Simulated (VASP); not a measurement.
Here is a VASP 6.6.1 calculation.

Contents of INCAR:

```
SYSTEM = Si
ALGO = Normal
EDIFF = 1E-6
ENCUT = 520
GGA = PE
ISIF = 2
ISMEAR = -1
LASPH = .True.
LCHARG = .False.
LREAL = .False.
LWAVE = .False.
NBANDS = 11
NELM = 80
PREC = Accurate
SIGMA = 0.08
```

File KPOINTS:

```
k-points
0
Gamma
  11 11 11
  0 0 0
```

Contents of POSCAR:

```
Si
1.0
    0.0000000000      2.7154700000      2.6340059000
    2.7154700000      0.0000000000      2.6340059000
    2.7154700000      2.7154700000      0.0000000000
Si
2
Direct
    0.5000000000      0.5000000000      0.5000000000
    0.7500000000      0.7500000000      0.7500000000
```

Potentials or basis: VASP PAW PBE potentials, release 64 (Si).

Launch:

```bash
$ cat potpaw_PBE.64/Si/POTCAR > POTCAR
$ mpirun -np 1 vasp_std > vasp.out
```

Predict the band gap on the k mesh.

0.22 eV, indirect (least direct gap 2.37 eV).

Predict the pressure.

5.0 GPa.

Stress tensor (GPa, compression positive):
```
4.13 0.00 0.00
0.00 4.13 0.00
0.00 0.00 6.86
```

Caveat: the cell differs from its parent crystal (zz strain of -3 %). A k mesh can miss the band edges.
